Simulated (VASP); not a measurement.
Crystal: MgI2.

```
CELL_PARAMETERS angstrom
0.05446 3.75572 3.75572
3.75572 0.05446 3.75572
3.81018 3.81018 0.00000
ATOMIC_POSITIONS crystal
Mg 0.00000 0.00000 0.00000
I 0.25120 0.25120 0.24880
I 0.74880 0.74880 0.75120
```

This cell differs from its parent crystal: shear xy strain +2.9%.

Base run:

```yaml
Program: VASP 6.6.1
Functional: PBE
Potentials_or_basis: VASP PAW PBE potentials, release 64 (Mg, I)
Cutoff: 520 eV
k_mesh: 6 × 6 × 6
Occupations: fermi-dirac, width 0.02 eV
Spin: no spin polarisation
```

Its results: band gap on the k mesh 0.59 eV (least direct gap 1.07 eV); pressure 0.2 GPa; largest force 0.006 eV/Å.

Q: The run is repeated on the same cell with these changes: functional from PBE to r2SCAN; occupations from fermi-dirac, width 0.02 eV to gaussian, width 0.01 eV. What comes out?

A: Band gap on the k mesh 1.31 eV (least direct gap 1.51 eV); pressure -0.1 GPa; largest force 0.007 eV/Å.

Caveats: spin-orbit coupling is left out, which moves the levels of the heavy elements; the PAW data sets were made with another functional, which shifts forces and pressure a little (at least some runs).

A k mesh can miss the band edges.
